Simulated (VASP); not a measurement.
Au: single point with PBE+D3(BJ)

Crystal: Au.

```
Au
1.0
     0.00000    2.05097    2.05097
     2.05097    0.00000    2.05097
     2.05097    2.05097    0.00000
Au
1
Direct
  0.00000 0.00000 0.00000
```

```
Program                : VASP 6.6.1
Task                   : single point
Functional             : PBE
Dispersion             : D3(BJ)
Potentials or basis    : VASP PAW PBE potentials, release 64 (Au)
Cutoff                 : 500 eV
k mesh                 : 11 × 11 × 11
Occupations            : fermi-dirac, width 0.05 eV
Spin                   : no spin polarisation
Dipole correction      : no
Further INCAR settings : ALGO = Normal; EDIFF = 1e-06; NBANDS = 12
```

* Pressure: -0.3 GPa
* Band gap on the k mesh: zero (an odd number of electrons rules out a gap without spin polarisation)
* Dispersion energy per atom: -0.657 eV

Levels at points of the mesh, in eV from the Fermi level:
| k point | band 4 | band 5 | band 6 | band 7 | band 8 | band 9 |
| --- | --- | --- | --- | --- | --- | --- |
| (0.00, 0.00, 0.00) | -4.68 | -3.20 | -3.20 | 14.49 | 18.41 | 18.41 |

Run time: 3.8 s on 1 thread of Intel(R) Xeon(R) 6975P-C (Granite Rapids), on a shared host, peak memory 0.15 GiB.

Caveat: spin-orbit coupling is left out, which moves the levels of the heavy elements.
